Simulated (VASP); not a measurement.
# GaGe (F-43m) in VASP: a series of runs, part 2 of 2

VASP 6.6.1. Earlier steps stand in the parts before.

### 4 Single point, LDA

This run uses another cell than the first one, of 22.87 Å³/atom, 0.940 times its volume.

Input file INCAR:

```
  ALGO = Normal
  EDIFF = 1E-6
  ENCUT = 520
  GGA = CA
  ISIF = 2
  ISMEAR = -1
  LASPH = T
  LCHARG = F
  LREAL = F
  LWAVE = F
  NBANDS = 20
  NELM = 100
  PREC = Accurate
  SIGMA = 0.05
```

Input file KPOINTS:

```
k-points
0
Gamma
  8 8 8
```

Input file POSCAR:

```
GaGe
1.0
    0.0000000000      2.8386877276      2.8386877276
    2.8386877276      0.0000000000      2.8386877276
    2.8386877276      2.8386877276      0.0000000000
Ge Ga
1 1
Direct
    0.0000000000      0.0000000000      0.0000000000
    0.2500000000      0.2500000000      0.2500000000
```

Potentials or basis: VASP PAW LDA potentials, release 64 (Ge_d, Ga_d).

On the command line:

```sh
cat potpaw_LDA.64/Ge_d/POTCAR potpaw_LDA.64/Ga_d/POTCAR > POTCAR
mpirun -np 1 vasp_std > vasp.out
```

OUTCAR:

```text
EDIFF = 1E-6
   ENCUT = 520
   GGA = CA
   ISIF = 2
   ISMEAR = -1
   LASPH = T
   LREAL = F
   NELM = 100
   PREC = Accurate

 ion  position               nearest neighbor table
   1  0.000  0.000  0.000-   2 2.46   2 2.46   2 2.46   2 2.46
   2  0.250  0.250  0.250-   1 2.46   1 2.46   1 2.46   1 2.46

  LATTYP: Found a face centered cubic cell.
 ALAT       =     5.6773754552

  Lattice vectors:

 A1 = (   0.0000000000,   2.8386877276,   2.8386877276)
 A2 = (   2.8386877276,   0.0000000000,   2.8386877276)
 A3 = (   2.8386877276,   2.8386877276,   0.0000000000)

Analysis of symmetry for initial positions (statically):
=====================================================================
 Subroutine PRICEL returns:
 Original cell was already a primitive cell.

 Routine SETGRP: Setting up the symmetry group for a
 face centered cubic supercell.

 Subroutine GETGRP returns: Found 24 space group operations
 (whereof 24 operations were pure point group operations)
 out of a pool of 48 trial point group operations.

[... 149 lines left out ...]
 NGX is ok and might be reduce to    30
   NGX = 15   NGY = 15   NGZ = 15

 number of electron      26.9999994 magnetization

 Free energy of the ion-electron system (eV)
  ---------------------------------------------------
  ext. energy  EPLUGINS =         0.00000000
  ---------------------------------------------------
  free energy    TOTEN  =        -8.43813155 eV

  energy without entropy =       -8.42979924  energy(sigma->0) =       -8.43396540

 E-fermi :   3.2638     XC(G=0): -10.1806

 val. band max:        3.0541279499   @ k =   0.1250   0.1250   0.0000
 cond. band min:       3.2963575919   @ k =  -0.1250   0.1250   0.0000
 fundamental gap:      0.2422296420
 Fermi energy:         3.2638109332

 k-point     1 :       0.0000    0.0000    0.0000
  band No.  band energies     occupation
      1     -20.7776      2.00000
      2     -20.7776      2.00000
      3     -20.7776      2.00000
      4     -20.7536      2.00000
      5     -20.7536      2.00000
      6     -11.2168      2.00000
[... 541 lines left out ...]
     19      12.6134      0.00000
     20      15.4776      0.00000

 [... further k-points ...]
[... 5 lines left out ...]
  --------------------------------------------------------------------------------------
  -------------------------------------------------------------------------------------
  Total       -0.2806936     -0.2806936     -0.2806936      0.0000000      0.0000000      0.0000000
  in kB       -9.8301507     -9.8301507     -9.8301507      0.0000000      0.0000000      0.0000000
  external PRESSURE =      -9.8301507 kB  Pullay stress =       0.0000000 kB

 VOLUME and BASIS-vectors are now :
 -----------------------------------------------------------------------------
  energy-cutoff  :      520.00
  volume of cell :       45.75
      direct lattice vectors                 reciprocal lattice vectors
     0.000000000  2.838687728  2.838687728    -0.176137726  0.176137726  0.176137726
     2.838687728  0.000000000  2.838687728     0.176137726 -0.176137726  0.176137726
     2.838687728  2.838687728  0.000000000     0.176137726  0.176137726 -0.176137726

 POSITION                                       TOTAL-FORCE (eV/Angst)
 -----------------------------------------------------------------------------------
      0.00000      0.00000      0.00000         0.000000      0.000000      0.000000
      1.41934      1.41934      1.41934        -0.000000     -0.000000     -0.000000
 -----------------------------------------------------------------------------------
    total drift:                                0.000001      0.000001      0.000001

  FREE ENERGIE OF THE ION-ELECTRON SYSTEM (eV)
  ---------------------------------------------------
  free  energy   TOTEN  =        -8.4381315506 eV

  energy  without entropy=       -8.4297992443  energy(sigma->0) =       -8.43396540
```

OSZICAR:

```text
N       E                     dE             d eps       ncg     rms          rms(c)
DAV:   1     0.156160390313E+03    0.15616E+03   -0.13760E+04  1236   0.299E+03
DAV:   2     0.137479040157E+02   -0.14241E+03   -0.13837E+03  1172   0.511E+02
DAV:   3    -0.789647616664E+01   -0.21644E+02   -0.21466E+02  1312   0.133E+02
DAV:   4    -0.852653292791E+01   -0.63006E+00   -0.62975E+00  1336   0.242E+01
DAV:   5    -0.853675436264E+01   -0.10221E-01   -0.10221E-01  1324   0.338E+00    0.237E+00
DAV:   6    -0.846417288919E+01    0.72581E-01   -0.82503E-02  1444   0.439E+00    0.132E+00
DAV:   7    -0.843891994554E+01    0.25253E-01   -0.32663E-02  1520   0.201E+00    0.232E-01
DAV:   8    -0.843810166723E+01    0.81828E-03   -0.57267E-03  1288   0.872E-01    0.564E-02
DAV:   9    -0.843812741179E+01   -0.25745E-04   -0.27237E-04  1324   0.221E-01    0.218E-02
DAV:  10    -0.843813107094E+01   -0.36591E-05   -0.29445E-05  1320   0.582E-02    0.647E-03
DAV:  11    -0.843813155064E+01   -0.47970E-06   -0.27523E-06  1088   0.159E-02
   1 F= -.84381316E+01 E0= -.84339654E+01  d E =-.833231E-02
```

It took 12 s on 1 thread of Intel Xeon 6975P-C (Granite Rapids), shared host; peak memory 0.15 GiB.

Results:

```yaml
Free_energy: -8.4381 eV
Pressure: -1.0 GPa
```

### 5 The runs side by side

```tsv
task	level	potentials or basis	cell	cutoff (eV)	gap on the mesh (eV)	pressure (GPa)	relaxed volume (Å³/atom)
relaxation of cell and atoms	revPBE	VASP PAW PBE potentials, release 64 (Ge_d, Ga_d)	relaxed from a = 4.098 Å, angles 60.0°, 2 atoms	600	none	-0.1	25.05
relaxation of cell and atoms	BLYP	VASP PAW PBE potentials, release 64 (Ge_d, Ga_d)	relaxed from a = 4.098 Å, angles 60.0°, 2 atoms	600	none	0.0	26.35
single point	LDA	VASP PAW LDA potentials, release 64 (Ge_d, Ga_d)	a = 4.015 Å, angles 60.0°, 2 atoms	520	none	-1.0	-
```

Alike in all rows: no spin polarisation; k mesh 8 × 8 × 8; smearing fermi-dirac 0.05 eV.

Caveats: the PAW data sets were made with another functional, which shifts forces and pressure a little (some runs).

Total energies depend on the potentials used, so only differences within one code and one set of settings carry meaning.
